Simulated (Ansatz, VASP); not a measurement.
# Ba: VASP beside Ansatz

Contents of INCAR:

```
SYSTEM = Ba
PREC = Accurate
ENCUT = 520
EDIFF = 1E-6
ISMEAR = -1
SIGMA = 0.08
LREAL = .False.
LASPH = .True.
NELM = 100
ALGO = Normal
ISIF = 2
LWAVE = .False.
LCHARG = .True.
GGA = PE
LELF = .True.
LVHAR = .True.
NBANDS = 11
```

KPOINTS

```
regular mesh
0
Gamma
  9 9 9
  0 0 0
```

File POSCAR:

```
Ba
1.0
    3.2982168109      0.0000000000      0.0000000000
    0.0000000000      3.2982168109      0.0000000000
    0.0000000000      0.0000000000      3.2982168109
Ba
1
Direct
    0.0000000000      0.0000000000      0.0000000000
```

Input for Ansatz:

```yaml
crystal:
  lattice:
    - [3.2982168109, 0.0, 0.0]
    - [0.0, 3.2982168109, 0.0]
    - [0.0, 0.0, 3.2982168109]
  atoms:
    - { symbol: Ba, position: [0.0, 0.0, 0.0] }
kpoints:
  mp_grid: { grid: [9, 9, 9] }
scf:
  occupations: { method: fermi_dirac, width: 0.08 }
hamiltonian:
  xc: pbe
  pseudopotentials: { kind: paw }
output:
  forces: true
  stress: true
  eigenvalues: true
  populations: true
```

Change from the starting cell: volume scaled by 0.58, PAW files.

Alike in both runs: task single point; functional PBE; k mesh 9 × 9 × 9; occupations fermi-dirac, width 0.08 eV; no spin polarisation.

|  | VASP | Ansatz |
| --- | --- | --- |
| version | VASP 6.6.1 | Ansatz 0.2.0 |
| potentials or method | VASP PAW PBE potentials, release 64 (Ba_sv) | PAW with Ansatz's default frozen-core files, scalar-relativistic |
| plane-wave cutoff (eV) | 520 | 420 |
| valence electrons in the cell | 10 | 10 |

```tsv
	VASP	Ansatz	Ansatz less VASP
pressure (GPa)	10.5	8.7	-1.78
```

Neither program's run includes spin-orbit coupling.
